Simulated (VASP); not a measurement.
# LiCuAuO2 (R3m) in VASP: notebook, part 2 of 2

VASP 6.6.1. The steps go on from the part before.

**4. Single point, PBE**

This run uses another cell than the first one, of 12.89 Å³/atom.

INCAR

```
SYSTEM = LiCuAuO2
PREC = Accurate
ENCUT = 520
EDIFF = 1E-6
ISMEAR = -1
SIGMA = 0.05
LREAL = .False.
LASPH = .True.
NELM = 100
ALGO = Normal
ISIF = 2
LWAVE = .False.
LCHARG = .False.
GGA = PE
NBANDS = 26
```

KPOINTS

```
Automatic mesh
0
Gamma
  8 8 8
  0 0 0
```

POSCAR

```
LiCuAuO2
1.0
    1.7026874441      0.9830470542      6.4188160000
   -1.7026874441      0.9830470542      6.4188160000
    0.0000000000     -1.9660941084      6.4188160000
Au Cu O Li
1 1 2 1
Direct
    0.9917940000      0.9917940000      0.9917940000
    0.5158030000      0.5158030000      0.5158030000
    0.1009220000      0.1009220000      0.1009220000
    0.8842220000      0.8842220000      0.8842220000
    0.7572590000      0.7572590000      0.7572590000
```

Potentials or basis: VASP PAW PBE potentials, release 64 (Au, Cu, O, Li_sv).

Started as:

```sh
$ cat potpaw_PBE.64/Au/POTCAR potpaw_PBE.64/Cu/POTCAR potpaw_PBE.64/O/POTCAR potpaw_PBE.64/Li_sv/POTCAR > POTCAR
$ mpirun -np 1 vasp_std > vasp.out
```

OUTCAR:

```text
SYSTEM = LiCuAuO2
   PREC = Accurate
   ENCUT = 520
   EDIFF = 1E-6
   ISMEAR = -1
   LREAL = .False.
   LASPH = .True.
   NELM = 100
   ISIF = 2
   GGA = PE

 ion  position               nearest neighbor table
   1  0.992  0.992  0.992-   4 2.07   3 2.10   5 2.74   5 2.74   5 2.74
   2  0.516  0.516  0.516-   4 2.08   4 2.08   4 2.08   5 2.64   5 2.64   5 2.64
   3  0.101  0.101  0.101-   5 1.98   5 1.98   5 1.98   1 2.10
   4  0.884  0.884  0.884-   1 2.07   2 2.08   2 2.08   2 2.08
   5  0.757  0.757  0.757-   3 1.98   3 1.98   3 1.98   2 2.64   2 2.64   2 2.64   1 2.74   1 2.74
                             1 2.74

  LATTYP: Found a trigonal (rhomboedric) cell.
 ALAT       =     6.7131754695
 COS(alpha) =     0.8713399059

  Lattice vectors:

 A1 = (   1.7026874441,   0.9830470542,   6.4188160000)
 A2 = (  -1.7026874441,   0.9830470542,   6.4188160000)
 A3 = (   0.0000000000,  -1.9660941084,   6.4188160000)

Analysis of symmetry for initial positions (statically):
=====================================================================
 Subroutine PRICEL returns:
 Original cell was already a primitive cell.

 Routine SETGRP: Setting up the symmetry group for a
 trigonal (rhombohedral) supercell.

 Subroutine GETGRP returns: Found  6 space group operations
 (whereof  6 operations were pure point group operations)
 out of a pool of 12 trial point group operations.

The static configuration has the point symmetry C_3v.

Analysis of symmetry for dynamics (positions and initial velocities):
=====================================================================
 Subroutine PRICEL returns:
 Original cell was already a primitive cell.

 Routine SETGRP: Setting up the symmetry group for a
 trigonal (rhombohedral) supercell.

 Subroutine GETGRP returns: Found  6 space group operations
 (whereof  6 operations were pure point group operations)
 out of a pool of 12 trial point group operations.

The dynamic configuration has the point symmetry C_3v.

 Subroutine INISYM returns: Found  6 space group operations
 (whereof  6 operations are pure point group operations),
 and found     1 'primitive' translations

----------------------------------------------------------------------------------------

                                     Primitive cell

  volume of cell :      64.4637

  direct lattice vectors                    reciprocal lattice vectors
     1.702687444  0.983047054  6.418816000     0.293653425  0.169540884  0.051930657
    -1.702687444  0.983047054  6.418816000    -0.293653425  0.169540884  0.051930657
     0.000000000 -1.966094108  6.418816000     0.000000000 -0.339081768  0.051930657

  length of vectors
     6.713175470  6.713175470  6.713175470     0.343035332  0.343035332  0.343035332

  position of ions in fractional coordinates (direct lattice)
     0.991794000  0.991794000  0.991794000
     0.515803000  0.515803000  0.515803000
     0.100922000  0.100922000  0.100922000
     0.884222000  0.884222000  0.884222000
     0.757259000  0.757259000  0.757259000

  ion indices of the primitive-cell ions
   primitive index   ion index
                 1           1
                 2           2
                 3           3
                 4           4
                 5           5

----------------------------------------------------------------------------------------

 KPOINTS: Automatic mesh
[... 28 lines left out ...]
  0.375000  0.000000  0.000000      6.000000
  0.500000  0.000000  0.000000      3.000000
  0.125000  0.125000  0.000000      6.000000
[... 16 lines left out ...]
  0.250000  0.125000  0.125000      6.000000
  0.375000  0.125000  0.125000      6.000000
 [... further k-points ...]
   k-points           NKPTS =     65   k-points in BZ     NKDIM =     65   number of bands    NBANDS=     26
   number of dos      NEDOS =    301   number of ions     NIONS =      5
   total plane-waves  NPLWV = 125000
   dimension x,y,z NGX =    50 NGY =   50 NGZ =   50
   dimension x,y,z NGXF=   100 NGYF=  100 NGZF=  100
   ions per type =               1   1   2   1
   NGX,Y,Z   is equivalent  to a cutoff of  12.38, 12.38, 12.38 a.u.
   NGXF,Y,Z  is equivalent  to a cutoff of  24.76, 24.76, 24.76 a.u.
 SYSTEM =  LiCuAuO2
   PREC   = accura    normal or accurate (medium, high low for compatibility)
   ISTART =      0    job   : 0-new  1-cont  2-samecut
   ICHARG =      2    charge: 1-file 2-atom 10-const
   ISPIN  =      1    spin polarized calculation?
   LNONCOLLINEAR =      F non collinear calculations
   LSORBIT =      F    spin-orbit coupling
   LASPH  =      T    aspherical Exc in radial PAW
   ENCUT  =  520.0 eV  38.22 Ry    6.18 a.u.  12.48 12.48 12.48*2*pi/ulx,y,z
   NELM   =    100;   NELMIN=  2; NELMDL= -5     # of ELM steps
   EDIFF  = 0.1E-05   stopping-criterion for ELM
   LREAL  =      F    real-space projection
   EDIFFG = 0.1E-04   stopping-criterion for IOM
   NSW    =      0    number of steps for IOM
   IBRION =     -1    ionic relax: 0-MD 1-quasi-New 2-CG
   NFREE  =      0    steps in history (QN), initial steepest desc. (CG)
   ISIF   =      2    stress and relaxation
   ISYM   =      2    0-nonsym 1-usesym 2-fastsym
   POTIM  = 0.5000    time-step for ionic-motion
   TEBEG  =    0.0;   TEEND  =   0.0 temperature during run
   PSTRESS=    0.0 pullay stress
   NELECT =      37.0000    total number of electrons
   NUPDOWN=      -1.0000    fix difference up-down
   EMIN   =  10.00;   EMAX   =-10.00  energy-range for DOS
   EFERMI =   0.00;   METHOD = LEGACY
   ISMEAR =    -1;   SIGMA  =   0.05  broadening in eV -4-tet -1-fermi 0-gaus
   EFERMI_NEDOS =   21; number of points for ismear=-14 and -15
   IALGO  =     38    algorithm
   IMIX   =      4    mixing-type and parameters
     AMIX     =   0.40;   BMIX     =  1.00
     AMIX_MAG =   1.60;   BMIX_MAG =  1.00
  volume/ion in A,a.u.               =      12.89        87.00
  Fermi-wavevector in a.u.,A,eV,Ry     =   1.360516  2.571002 25.184429  1.851003
  Thomas-Fermi vector in A             =   2.487171
   LORBIT       =      0    0 simple, 1 ext, 2 COOP (PROOUT), +10 PAW based schemes
   GGA     = PE    functional components
   LHFCALC =     F    Hartree Fock is set to
   AEXX    =    0.0000 exact exchange contribution
   IVDW    =     0    specifies the selected vdW correction
   LEPSILON=     F    determine dielectric tensor
   LRPA    =     F    only Hartree local field effects (RPA)
 non-spin polarized calculation
  energy-cutoff  :      520.00
  volume of cell :       64.46
 maximum number of plane-waves:      1752
 NGX is ok and might be reduce to    50
   NGX = 25   NGY = 25   NGZ = 25

 number of electron      37.0000001 magnetization

 Free energy of the ion-electron system (eV)
  ---------------------------------------------------
  ext. energy  EPLUGINS =         0.00000000
  ---------------------------------------------------
  free energy    TOTEN  =       -22.10868210 eV

  energy without entropy =      -22.07578397  energy(sigma->0) =      -22.09223303

 E-fermi :   3.5444     XC(G=0): -10.5908

 val. band max:        3.5145141355   @ k =  -0.3750   0.5000   0.1250
 cond. band min:       3.5451205172   @ k =   0.5000   0.3750   0.0000
 fundamental gap:      0.0306063817
 Fermi energy:         3.5444435760

 k-point     1 :       0.0000    0.0000    0.0000
  band No.  band energies     occupation
      1     -40.3042      2.00000
      2     -14.6683      2.00000
      3     -13.3920      2.00000
      4      -2.9045      2.00000
      5      -0.9427      2.00000
      6      -0.8547      2.00000
[... 685 lines left out ...]
     25      14.3029      0.00000
     26      15.1825      0.00000

 [... further k-points ...]

------------------------ aborting loop because EDIFF is reached ----------------------------------------

  FORCE on cell =-STRESS in cart. coord.  units (eV):
  Direction    XX          YY          ZZ          XY          YZ          ZX
  --------------------------------------------------------------------------------------
  -------------------------------------------------------------------------------------
  Total       -2.7568576     -2.7568576     -3.1437122      0.0000000      0.0000000      0.0000000
  in kB      -68.5187601    -68.5187601    -78.1336208      0.0000000      0.0000000      0.0000000
  external PRESSURE =     -71.7237137 kB  Pullay stress =       0.0000000 kB

 VOLUME and BASIS-vectors are now :
 -----------------------------------------------------------------------------
  energy-cutoff  :      520.00
  volume of cell :       64.46
      direct lattice vectors                 reciprocal lattice vectors
     1.702687444  0.983047054  6.418816000     0.293653425  0.169540884  0.051930657
    -1.702687444  0.983047054  6.418816000    -0.293653425  0.169540884  0.051930657
     0.000000000 -1.966094108  6.418816000     0.000000000 -0.339081768  0.051930657

 POSITION                                       TOTAL-FORCE (eV/Angst)
 -----------------------------------------------------------------------------------
      0.00000      0.00000     19.09843         0.000000      0.000000      0.024368
      0.00000      0.00000      9.93253         0.000000     -0.000000      0.410426
      0.00000      0.00000      1.94340         0.000000      0.000000     -0.448654
      0.00000      0.00000     17.02697         0.000000      0.000000     -0.090389
      0.00000      0.00000     14.58212         0.000000      0.000000      0.104249
 -----------------------------------------------------------------------------------
    total drift:                               -0.000000     -0.000000     -0.003908

  FREE ENERGIE OF THE ION-ELECTRON SYSTEM (eV)
  ---------------------------------------------------
  free  energy   TOTEN  =       -22.1086821010 eV

  energy  without entropy=      -22.0757839655  energy(sigma->0) =      -22.09223303
```

It took 5.1 min on 1 thread of Intel Xeon Platinum 8559C (Emerald Rapids), shared host; peak memory 0.4 GiB.

What came out:

```yaml
Free_energy: -22.1087 eV
Largest_force: 0.449 eV/Å
Band_gap_on_the_k_mesh: zero (an odd number of electrons rules out a gap without spin polarisation)
```

Forces on the atoms (eV/Å):
```
Au   0.000  0.000  0.024
Cu   0.000  0.000  0.410
O    0.000  0.000 -0.449
O    0.000  0.000 -0.090
Li   0.000  0.000  0.104
```

Levels at points of the mesh, in eV from the Fermi level:
| k point | band 15 | band 16 | band 17 | band 18 | band 19 | band 20 | band 21 | band 22 |
| --- | --- | --- | --- | --- | --- | --- | --- | --- |
| (0.00, 0.00, 0.00) | -1.42 | -1.42 | -1.07 | 0.46 | 0.46 | 1.04 | 4.75 | 5.87 |
| (0.50, 0.00, 0.00) | -1.21 | -1.15 | -0.70 | -0.31 | -0.19 | 2.55 | 4.20 | 5.79 |
| (0.50, 0.50, 0.00) | -1.49 | -1.41 | -1.04 | -0.13 | 0.10 | 2.72 | 4.59 | 6.54 |
| (0.50, 0.50, 0.50) | -1.24 | -0.83 | -0.83 | 0.22 | 0.22 | 2.68 | 3.41 | 7.12 |

Caveat: the cutoff is under 1.25 times the usual one of these potentials, so pressure, stress and relaxed cells hold a basis-set (Pulay) error; spin-orbit coupling is left out, which moves the levels of the heavy elements; an odd number of electrons without spin polarisation forces a metal; a magnetic or distorted state may lie lower. With open d or f shells a metallic result of PBE can be an artefact of self-interaction; +U or a hybrid may open a gap.

**5. The runs side by side**

| cell | gap on the mesh (eV) | largest force (eV/Å) |
| --- | --- | --- |
| a = 6.697 Å, angles 28.6°, 5 atoms | none | 0.35 |
| a = 6.702 Å, angles 28.9°, 5 atoms | none | 0.39 |
| a = 6.713 Å, angles 29.4°, 5 atoms | none | 0.45 |

Alike in all rows: task single point; level PBE; potentials or basis VASP PAW PBE potentials, release 64 (Au, Cu, O, Li_sv); no spin polarisation; k mesh 8 × 8 × 8; cutoff (eV) 520; smearing fermi-dirac 0.05 eV.

Caveats: the cutoff is under 1.25 times the usual one of these potentials, so pressure, stress and relaxed cells hold a basis-set (Pulay) error; spin-orbit coupling is left out, which moves the levels of the heavy elements; an odd number of electrons without spin polarisation forces a metal; a magnetic or distorted state may lie lower.

Absolute energies hang on the potentials; compare differences alone.
